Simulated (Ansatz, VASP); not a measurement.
**LaSb: VASP beside Ansatz**

```
La Sb
1.0
     0.00000    3.24500    3.24500
     3.24500    0.00000    3.24500
     3.24500    3.24500    0.00000
La Sb
1 1
Direct
  0.00000 0.00000 0.00000
  0.50000 0.50000 0.50000
```

Alike in both runs: functional LDA; k mesh 10 × 10 × 10; occupations fermi-dirac, width 0.05 eV; no spin polarisation.

Ansatz relaxed the structure, and its values are those at the end. VASP's run is a single point on that final structure, the one shown.

```csv
,VASP,Ansatz
version,VASP 6.6.1,Ansatz 0.2.0
potentials or method,"VASP PAW LDA potentials, release 64 (La, Sb)","PAW with Ansatz's default frozen-core files, scalar-relativistic"
plane-wave cutoff (eV),520,420
valence electrons in the cell,16,26
```

```csv
,VASP,Ansatz,Ansatz less VASP
pressure (GPa),-2.3,-2.3,-0.06
```

LDA's correlation is that of Perdew and Zunger in VASP and of Perdew and Wang (1992) in Ansatz. VASP's potentials hold 16 valence electrons a cell and Ansatz's 26, so a difference there can come from the potentials and not from the codes. Ansatz's warnings: stress scf threshold loose.

Spin-orbit coupling is off throughout.
